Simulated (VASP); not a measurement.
# Ba (Cmmm) in VASP: single point with PBE

Aim: the single point of Ba with PBE.

Program: VASP 6.6.1. These are calculated values, not measurements. Logs are shortened: lines on timing, memory, paths and dates and some standing lists are left out, and cuts for length are marked.

**1. The cell of the first run**

Symmetry: Cmmm, No. 65, orthorhombic system. Conventional cell: a = 4.020 Å, b = 6.744 Å, c = 5.697 Å, α = 90.00°, β = 90.00°, γ = 90.00°. Within 5.2 Å of Ba (site symmetry mmm) lie 6 Ba at 3.93 to 4.02 Å.

**2. Single point, PBE (strained)**

INCAR reads:

```
SYSTEM = Ba
  PREC = Accurate
  ENCUT = 520
  EDIFF = 1E-7
  ISMEAR = 0
  SIGMA = 0.1
  LREAL = .FALSE.
  LASPH = .TRUE.
  NELM = 100
  ALGO = Normal
  ISIF = 2
  LWAVE = .FALSE.
  LCHARG = .FALSE.
  GGA = PE
  NBANDS = 11
```

KPOINTS reads:

```
regular mesh
0
G
  12 12 8
  0 0 0
```

POSCAR reads:

```
Ba
1.0
    2.0100528000     -3.3720160000      0.0000000000
    2.0100528000      3.3720160000      0.0000000000
    0.0000000000      0.0000000000      5.6972070000
Ba
1
Direct
    0.0000000000      0.0000000000      0.0000000000
```

Potentials or basis: VASP PAW PBE potentials, release 64 (Ba_sv).

The run is started by

```sh
$ cat potpaw_PBE.64/Ba_sv/POTCAR > POTCAR
$ mpirun -np 1 vasp_std > vasp.out
```

OUTCAR:

```text
SYSTEM = Ba
   PREC = Accurate
   ENCUT = 520
   EDIFF = 1E-7
   ISMEAR = 0
   LREAL = .FALSE.
   LASPH = .TRUE.
   NELM = 100
   ISIF = 2
   GGA = PE

 ion  position               nearest neighbor table
   1  0.000  0.000  0.000-

  LATTYP: Found a base centered orthorhombic cell.
 ALAT       =     4.0201056000
 B/A-ratio  =     1.6775758328
 C/A-ratio  =     1.4171784443

  Lattice vectors:

 A1 = (   2.0100528000,  -3.3720160000,   0.0000000000)
 A2 = (   2.0100528000,   3.3720160000,   0.0000000000)
 A3 = (   0.0000000000,   0.0000000000,   5.6972070000)

Analysis of symmetry for initial positions (statically):
=====================================================================
 Subroutine PRICEL returns:
 Original cell was already a primitive cell.

 Routine SETGRP: Setting up the symmetry group for a
 base centered orthorhombic supercell.

 Subroutine GETGRP returns: Found  8 space group operations
 (whereof  8 operations were pure point group operations)
 out of a pool of  8 trial point group operations.

The static configuration has the point symmetry D_2h.

Analysis of symmetry for dynamics (positions and initial velocities):
=====================================================================
 Subroutine PRICEL returns:
 Original cell was already a primitive cell.

 Routine SETGRP: Setting up the symmetry group for a
 base centered orthorhombic supercell.

 Subroutine GETGRP returns: Found  8 space group operations
 (whereof  8 operations were pure point group operations)
 out of a pool of  8 trial point group operations.

The dynamic configuration has the point symmetry D_2h.

 Subroutine INISYM returns: Found  8 space group operations
 (whereof  8 operations are pure point group operations),
 and found     1 'primitive' translations

----------------------------------------------------------------------------------------

                                     Primitive cell

  volume of cell :      77.2305

  direct lattice vectors                    reciprocal lattice vectors
     2.010052800 -3.372016000  0.000000000     0.248749685 -0.148279249  0.000000000
     2.010052800  3.372016000  0.000000000     0.248749685  0.148279249  0.000000000
     0.000000000  0.000000000  5.697207000     0.000000000  0.000000000  0.175524604

  length of vectors
     3.925659711  3.925659711  5.697207000     0.289591335  0.289591335  0.175524604

  position of ions in fractional coordinates (direct lattice)
     0.000000000  0.000000000  0.000000000

  ion indices of the primitive-cell ions
   primitive index   ion index
                 1           1

----------------------------------------------------------------------------------------

 KPOINTS: regular mesh

Automatic generation of k-mesh.
 Grid dimensions read from file:
 generate k-points for:   12   12    8

 Generating k-lattice:

  Cartesian coordinates                     Fractional coordinates (reciprocal lattice)
     0.020729140 -0.012356604  0.000000000     0.083333333 -0.000000000  0.000000000
     0.020729140  0.012356604  0.000000000    -0.000000000  0.083333333  0.000000000
     0.000000000  0.000000000  0.021940575     0.000000000  0.000000000  0.125000000

  Length of vectors
     0.024132611  0.024132611  0.021940575

  Shift w.r.t. Gamma in fractional coordinates (k-lattice)
     0.000000000  0.000000000  0.000000000

 Subroutine IBZKPT returns following result:
 ===========================================

 Found    215 irreducible k-points:

 Following reciprocal coordinates:
            Coordinates               Weight
  0.000000  0.000000  0.000000      1.000000
  0.083333 -0.000000  0.000000      4.000000
  0.166667  0.000000  0.000000      4.000000
  0.250000  0.000000  0.000000      4.000000
  0.333333 -0.000000  0.000000      4.000000
  0.416667  0.000000  0.000000      4.000000
[... 16 lines left out ...]
  0.500000  0.166667  0.000000      4.000000
 -0.416667  0.166667  0.000000      4.000000
 [... further k-points ...]
   k-points           NKPTS =    215   k-points in BZ     NKDIM =    215   number of bands    NBANDS=     11
   number of dos      NEDOS =    301   number of ions     NIONS =      1
   total plane-waves  NPLWV =  37800
   dimension x,y,z NGX =    30 NGY =   30 NGZ =   42
   dimension x,y,z NGXF=    60 NGYF=   60 NGZF=   84
   ions per type =               1
   NGX,Y,Z   is equivalent  to a cutoff of  12.70, 12.70, 12.26 a.u.
   NGXF,Y,Z  is equivalent  to a cutoff of  25.41, 25.41, 24.51 a.u.
 SYSTEM =  Ba
   PREC   = accura    normal or accurate (medium, high low for compatibility)
   ISTART =      0    job   : 0-new  1-cont  2-samecut
   ICHARG =      2    charge: 1-file 2-atom 10-const
   ISPIN  =      1    spin polarized calculation?
   LNONCOLLINEAR =      F non collinear calculations
   LSORBIT =      F    spin-orbit coupling
   LASPH  =      T    aspherical Exc in radial PAW
   ENCUT  =  520.0 eV  38.22 Ry    6.18 a.u.   7.30  7.30 10.59*2*pi/ulx,y,z
   NELM   =    100;   NELMIN=  2; NELMDL= -5     # of ELM steps
   EDIFF  = 0.1E-06   stopping-criterion for ELM
   LREAL  =      F    real-space projection
   EDIFFG = 0.1E-05   stopping-criterion for IOM
   NSW    =      0    number of steps for IOM
   IBRION =     -1    ionic relax: 0-MD 1-quasi-New 2-CG
   NFREE  =      0    steps in history (QN), initial steepest desc. (CG)
   ISIF   =      2    stress and relaxation
   ISYM   =      2    0-nonsym 1-usesym 2-fastsym
   POTIM  = 0.5000    time-step for ionic-motion
   TEBEG  =    0.0;   TEEND  =   0.0 temperature during run
   PSTRESS=    0.0 pullay stress
   NELECT =      10.0000    total number of electrons
   NUPDOWN=      -1.0000    fix difference up-down
   EMIN   =  10.00;   EMAX   =-10.00  energy-range for DOS
   EFERMI =   0.00;   METHOD = LEGACY
   ISMEAR =     0;   SIGMA  =   0.10  broadening in eV -4-tet -1-fermi 0-gaus
   EFERMI_NEDOS =   21; number of points for ismear=-14 and -15
   IALGO  =     38    algorithm
   IMIX   =      4    mixing-type and parameters
     AMIX     =   0.40;   BMIX     =  1.00
     AMIX_MAG =   1.60;   BMIX_MAG =  1.00
  volume/ion in A,a.u.               =      77.23       521.18
  Fermi-wavevector in a.u.,A,eV,Ry     =   0.828219  1.565107  9.332869  0.685947
  Thomas-Fermi vector in A             =   1.940557
   LORBIT       =      0    0 simple, 1 ext, 2 COOP (PROOUT), +10 PAW based schemes
   GGA     = PE    functional components
   LHFCALC =     F    Hartree Fock is set to
   AEXX    =    0.0000 exact exchange contribution
   IVDW    =     0    specifies the selected vdW correction
   LEPSILON=     F    determine dielectric tensor
   LRPA    =     F    only Hartree local field effects (RPA)
 non-spin polarized calculation
 Gauss-broadening in eV      SIGMA  =   0.10
  energy-cutoff  :      520.00
  volume of cell :       77.23
 maximum number of plane-waves:      2102
 NGX is ok and might be reduce to    30
   NGX = 15   NGY = 15   NGZ = 21

 number of electron      10.0000000 magnetization

 Free energy of the ion-electron system (eV)
  ---------------------------------------------------
  ext. energy  EPLUGINS =         0.00000000
  ---------------------------------------------------
  free energy    TOTEN  =        -1.27365078 eV

  energy without entropy =       -1.25713923  energy(sigma->0) =       -1.26539500

 E-fermi :   0.8430     XC(G=0):  -6.5790

 val. band max:        0.8401782321   @ k =   0.1667   0.1667   0.5000
 cond. band min:       0.8433690539   @ k =   0.3333   0.1667   0.5000
 fundamental gap:      0.0031908218
 Fermi energy:         0.8430330927

 k-point     1 :       0.0000    0.0000    0.0000
  band No.  band energies     occupation
      1     -28.2042      2.00000
      2     -13.4600      2.00000
      3     -12.8725      2.00000
      4     -12.8443      2.00000
      5      -1.4828      2.00000
      6       0.7723      1.68251
      7       2.6596      0.00000
      8       3.1035      0.00000
      9       4.0271      0.00000
     10       5.2317      0.00000
     11       5.3424      0.00000

 k-point     2 :       0.0833   -0.0000    0.0000
  band No.  band energies     occupation
      1     -28.1968      2.00000
      2     -13.4498      2.00000
      3     -12.9401      2.00000
      4     -12.8656      2.00000
      5      -1.3277      2.00000
      6       0.8823      0.57843
      7       2.5219      0.00000
      8       3.1912      0.00000
      9       3.5992      0.00000
     10       5.2441      0.00000
     11       5.6948      0.00000

 k-point     3 :       0.1667    0.0000    0.0000
  band No.  band energies     occupation
      1     -28.1765      2.00000
      2     -13.4218      2.00000
      3     -13.1342      2.00000
      4     -12.9070      2.00000
      5      -0.9140      2.00000
      6       1.1636      0.00001
      7       2.1879      0.00000
      8       2.9130      0.00000
      9       3.6111      0.00000
     10       5.0734      0.00000
     11       6.3595      0.00000

 k-point     4 :       0.2500    0.0000    0.0000
  band No.  band energies     occupation
      1     -28.1486      2.00000
      2     -13.3868      2.00000
      3     -13.3830      2.00000
      4     -12.9607      2.00000
      5      -0.3853      2.00000
      6       1.2825      0.00000
      7       2.2683      0.00000
      8       2.2884      0.00000
      9       4.3337      0.00000
     10       4.8604      0.00000
     11       6.8530      0.00000
[... 239 lines left out ...]
 k-point    22 :       0.4167    0.1667    0.0000
  band No.  band energies     occupation
      1     -28.0832      2.00000
      2     -13.7727      2.00000
      3     -13.2923      2.00000
      4     -13.2497      2.00000
      5       0.7349      1.87369
      6       1.6154      0.00000
      7       2.4328      0.00000
      8       2.4577      0.00000
      9       3.4180      0.00000
     10       5.5571      0.00000
     11       7.0263      0.00000

 k-point    23 :       0.5000    0.1667    0.0000
  band No.  band energies     occupation
      1     -28.0880      2.00000
      2     -13.7534      2.00000
      3     -13.2994      2.00000
      4     -13.2143      2.00000
      5       0.7587      1.76719
      6       1.6521      0.00000
      7       1.8030      0.00000
      8       2.7404      0.00000
      9       3.5565      0.00000
     10       5.3167      0.00000
     11       7.1664      0.00000

 k-point    24 :      -0.4167    0.1667    0.0000
  band No.  band energies     occupation
      1     -28.1047      2.00000
      2     -13.6512      2.00000
      3     -13.3232      2.00000
      4     -13.1430      2.00000
      5       0.5970      1.99950
      6       1.4031      0.00000
      7       1.8226      0.00000
      8       2.4256      0.00000
      9       3.8750      0.00000
     10       5.3520      0.00000
     11       7.1418      0.00000

 [... further k-points ...]
[... 5 lines left out ...]
  --------------------------------------------------------------------------------------
  -------------------------------------------------------------------------------------
  Total        1.2229467      1.4574542     -1.1830423      0.0000000      0.0000000      0.0000000
  in kB       25.3704994     30.2354481    -24.5426683      0.0000000      0.0000000      0.0000000
  external PRESSURE =      10.3544264 kB  Pullay stress =       0.0000000 kB

 VOLUME and BASIS-vectors are now :
 -----------------------------------------------------------------------------
  energy-cutoff  :      520.00
  volume of cell :       77.23
      direct lattice vectors                 reciprocal lattice vectors
     2.010052800 -3.372016000  0.000000000     0.248749685 -0.148279249  0.000000000
     2.010052800  3.372016000  0.000000000     0.248749685  0.148279249  0.000000000
     0.000000000  0.000000000  5.697207000     0.000000000  0.000000000  0.175524604

 POSITION                                       TOTAL-FORCE (eV/Angst)
 -----------------------------------------------------------------------------------
      0.00000      0.00000      0.00000         0.000000      0.000000      0.000000
 -----------------------------------------------------------------------------------
    total drift:                                0.000000     -0.000000     -0.000000

  FREE ENERGIE OF THE ION-ELECTRON SYSTEM (eV)
  ---------------------------------------------------
  free  energy   TOTEN  =        -1.2736507768 eV

  energy  without entropy=       -1.2571392285  energy(sigma->0) =       -1.26539500
```

Run time: 2.4 min. Hardware: 1 thread of Intel Xeon Platinum 8259CL at 2.50GHz (Skylake/Cascade Lake), shared host; peak memory 0.32 GiB.

Results:

| Quantity | Value |
| --- | --- |
| Free energy | -1.2737 eV |
| Pressure | 1.0 GPa |
| Band gap on the k mesh | zero (band 5 reaches 1.78 eV, above the bottom of band 6 at 0.61 eV) |

Caveat: the cell differs from its parent crystal (strained); spin-orbit coupling is left out, which moves the levels of the heavy elements.
